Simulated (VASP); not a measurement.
# KCl in VASP: notebook, part 2 of 2

VASP 6.6.1.

## (4) Single point, LDA

Contents of INCAR:

```
SYSTEM = KCl
PREC = Accurate
ENCUT = 400
EDIFF = 1E-6
ISMEAR = 0
SIGMA = 0.01
LREAL = .False.
LASPH = .True.
NELM = 120
ALGO = Normal
ISIF = 2
LWAVE = .False.
LCHARG = .False.
GGA = CA
NBANDS = 15
GGA_COMPAT = .False.
```

Contents of KPOINTS:

```
regular mesh
0
Gamma
  5 5 5
  0 0 0
```

Contents of POSCAR:

```
KCl
1.0
    0.0000000000      3.1464700000      3.1464700000
    3.1464700000      0.0000000000      3.1464700000
    3.1464700000      3.1464700000      0.0000000000
K Cl
1 1
Direct
   -0.0016195927     -0.0032963925     -0.0061576942
    0.5017862875      0.5036356616      0.5067912613
```

Potentials or basis: VASP PAW LDA potentials, release 64 (K_sv, Cl).

Command:

```
$ cat potpaw_LDA.64/K_sv/POTCAR potpaw_LDA.64/Cl/POTCAR > POTCAR
$ mpirun -np 1 vasp_std > vasp.out
```

OUTCAR:

```text
SYSTEM = KCl
   PREC = Accurate
   ENCUT = 400
   EDIFF = 1E-6
   ISMEAR = 0
   LREAL = .False.
   LASPH = .True.
   NELM = 120
   ISIF = 2
   GGA = CA

 ion  position               nearest neighbor table
   1  0.998  0.997  0.994-   2 3.08   2 3.10   2 3.11   2 3.18   2 3.20   2 3.21
   2  0.502  0.504  0.507-   1 3.08   1 3.10   1 3.11   1 3.18   1 3.20   1 3.21

  LATTYP: Found a face centered cubic cell.
 ALAT       =     6.2929400000

  Lattice vectors:

 A1 = (   0.0000000000,   3.1464700000,   3.1464700000)
 A2 = (   3.1464700000,   0.0000000000,   3.1464700000)
 A3 = (   3.1464700000,   3.1464700000,   0.0000000000)

Analysis of symmetry for initial positions (statically):
=====================================================================
 Subroutine PRICEL returns:
 Original cell was already a primitive cell.

 Routine SETGRP: Setting up the symmetry group for a
 face centered cubic supercell.

 Subroutine GETGRP returns: Found  1 space group operations
 (whereof  1 operations were pure point group operations)
 out of a pool of 48 trial point group operations.

The static configuration has the point symmetry C_1 .

Analysis of symmetry for dynamics (positions and initial velocities):
=====================================================================
 Subroutine PRICEL returns:
 Original cell was already a primitive cell.

 Routine SETGRP: Setting up the symmetry group for a
 face centered cubic supercell.

 Subroutine GETGRP returns: Found  1 space group operations
 (whereof  1 operations were pure point group operations)
 out of a pool of 48 trial point group operations.

The dynamic configuration has the point symmetry C_1 .

 Subroutine INISYM returns: Found  1 space group operations
 (whereof  1 operations are pure point group operations),
 and found     1 'primitive' translations

----------------------------------------------------------------------------------------

                                     Primitive cell

  volume of cell :      62.3018
[... 114 lines left out ...]
   GGA     = CA    functional components
   LHFCALC =     F    Hartree Fock is set to
   AEXX    =    0.0000 exact exchange contribution
   IVDW    =     0    specifies the selected vdW correction
   LEPSILON=     F    determine dielectric tensor
   LRPA    =     F    only Hartree local field effects (RPA)
 non-spin polarized calculation
 Gauss-broadening in eV      SIGMA  =   0.01
  energy-cutoff  :      400.00
  volume of cell :       62.30
 maximum number of plane-waves:      1149
 NGX is ok and might be reduce to    30
   NGX = 15   NGY = 15   NGZ = 15

 number of electron      15.9999999 magnetization

 Free energy of the ion-electron system (eV)
  ---------------------------------------------------
  ext. energy  EPLUGINS =         0.00000000
  ---------------------------------------------------
  free energy    TOTEN  =        -7.36576162 eV

  energy without entropy =       -7.36576162  energy(sigma->0) =       -7.36576162

 E-fermi :  -2.0247     XC(G=0):  -8.1095

 val. band max:       -2.0849233762   @ k =   0.0000   0.0000   0.0000
 cond. band min:       2.6633750414   @ k =   0.0000   0.0000   0.0000
 fundamental gap:      4.7482984176
 Fermi energy:        -2.0246904135

 k-point     1 :       0.0000    0.0000    0.0000
  band No.  band energies     occupation
      1     -28.9123      2.00000
      2     -14.1124      2.00000
      3     -12.6106      2.00000
      4     -12.6102      2.00000
      5     -12.6080      2.00000
      6      -2.0858      2.00000
      7      -2.0857      2.00000
      8      -2.0849      2.00000
      9       2.6634      0.00000
     10       6.0022      0.00000
     11       6.0069      0.00000
     12       6.0196      0.00000
     13       6.9439      0.00000
     14       6.9488      0.00000
[... 401 lines left out ...]
      2     -14.1963      2.00000
      3     -12.6472      2.00000
      4     -12.6423      2.00000
      5     -12.4917      2.00000
      6      -2.9090      2.00000
      7      -2.3991      2.00000
      8      -2.3190      2.00000
      9       4.8421      0.00000
     10       5.1876      0.00000
     11       7.8245      0.00000
     12       7.9789      0.00000
     13       8.1451      0.00000
     14       8.3599      0.00000
     15       9.7101      0.00000

 [... further k-points ...]
[... 5 lines left out ...]
  --------------------------------------------------------------------------------------
  -------------------------------------------------------------------------------------
  Total       -0.7115773     -0.7235924     -0.7386470     -0.0054010     -0.0029611     -0.0034909
  in kB      -18.2991912    -18.6081766    -18.9953258     -0.1388950     -0.0761483     -0.0897743
  external PRESSURE =     -18.6342312 kB  Pullay stress =       0.0000000 kB

 VOLUME and BASIS-vectors are now :
 -----------------------------------------------------------------------------
  energy-cutoff  :      400.00
  volume of cell :       62.30
      direct lattice vectors                 reciprocal lattice vectors
     0.000000000  3.146470000  3.146470000    -0.158908237  0.158908237  0.158908237
     3.146470000  0.000000000  3.146470000     0.158908237 -0.158908237  0.158908237
     3.146470000  3.146470000  0.000000000     0.158908237  0.158908237 -0.158908237

 POSITION                                       TOTAL-FORCE (eV/Angst)
 -----------------------------------------------------------------------------------
      6.26319      6.26847      6.27747         0.067739      0.055319      0.034695
      3.17928      3.17346      3.16353        -0.067739     -0.055319     -0.034695
 -----------------------------------------------------------------------------------
    total drift:                                0.000156      0.000071      0.000073

  FREE ENERGIE OF THE ION-ELECTRON SYSTEM (eV)
  ---------------------------------------------------
  free  energy   TOTEN  =        -7.3657616198 eV

  energy  without entropy=       -7.3657616198  energy(sigma->0) =       -7.36576162
```

OSZICAR:

```text
N       E                     dE             d eps       ncg     rms          rms(c)
DAV:   1     0.870285158500E+02    0.87029E+02   -0.61026E+03  1898   0.778E+02
DAV:   2    -0.231214346718E+01   -0.89341E+02   -0.83602E+02  2543   0.222E+02
DAV:   3    -0.745313101174E+01   -0.51410E+01   -0.51169E+01  2604   0.465E+01
DAV:   4    -0.766207548013E+01   -0.20894E+00   -0.20890E+00  2852   0.899E+00
DAV:   5    -0.766375706371E+01   -0.16816E-02   -0.16815E-02  2681   0.923E-01    0.345E+00
DAV:   6    -0.739390307863E+01    0.26985E+00   -0.36864E-01  2401   0.322E+00    0.277E+00
DAV:   7    -0.736623687816E+01    0.27666E-01   -0.60226E-02  2688   0.152E+00    0.161E+00
DAV:   8    -0.736565109099E+01    0.58579E-03   -0.11101E-02  2824   0.769E-01    0.233E-01
DAV:   9    -0.736563950553E+01    0.11585E-04   -0.51589E-04  2408   0.133E-01    0.809E-02
DAV:  10    -0.736576012852E+01   -0.12062E-03   -0.79956E-05  2067   0.656E-02    0.131E-02
DAV:  11    -0.736576113577E+01   -0.10073E-05   -0.38058E-06  2725   0.143E-02    0.619E-03
DAV:  12    -0.736576161977E+01   -0.48399E-06   -0.14093E-06  1936   0.831E-03
   1 F= -.73657616E+01 E0= -.73657616E+01  d E =-.139121E-19
```

stdout:

```text
POSCAR found type information on POSCAR K Cl
 POSCAR found :  2 types and       2 ions
 scaLAPACK will be used
 LDA part: xc-table for (Slater(with rela. corr.)+CA(PZ))
 , standard interpolation
 POSCAR, INCAR and KPOINTS ok, starting setup
 FFT: planning ... GRIDC
 FFT: planning ... GRID_SOFT
 FFT: planning ... GRID
 WAVECAR not read
 entering main loop
```

Wall time 37 s (1 thread of Intel Xeon 8259CL, shared host); peak memory 0.17 GiB.

What came out:

```
Free energy            : -7.3658 eV
Pressure               : -1.9 GPa
Largest force          : 0.094 eV/Å
Band gap on the k mesh : 4.75 eV
```

Forces in eV/Å, atoms in the order of the input:
```
K    0.068  0.055  0.035
Cl  -0.068 -0.055 -0.035
```

## (5) Summary

```tsv
level	potentials or basis	cell	k mesh	cutoff (eV)	smearing	grid for exact exchange (PRECFOCK)	share of exact exchange	screening parameter	gap on the mesh (eV)	pressure (GPa)
HSE06	VASP PAW PBE potentials, release 64 (K_sv, Cl)	a = 4.450 Å, angles 60.0°, 2 atoms, atomic positions A	4 × 4 × 4	520	fermi-dirac 0.05 eV	Normal	0.25	0.2079 1/Å	6.50	0.5
HSE06	VASP PAW PBE potentials, release 64 (K_sv, Cl)	a = 4.479 Å, angles 60.0°, 2 atoms, atomic positions A	4 × 4 × 4	520	fermi-dirac 0.05 eV	Normal	0.25	0.2079 1/Å	6.42	0.1
LDA	VASP PAW LDA potentials, release 64 (K_sv, Cl)	a = 4.450 Å, angles 60.0°, 2 atoms, atomic positions B	5 × 5 × 5	400	gaussian 0.01 eV	-	-	-	4.75	-1.9
```

Alike in all rows: task single point; no spin polarisation.

Caveats: some runs use coarse meshes; the PAW data sets were made with another functional, which shifts forces and pressure a little (at least some runs).

Total energies depend on the potentials used, so only differences within one code and one set of settings carry meaning.
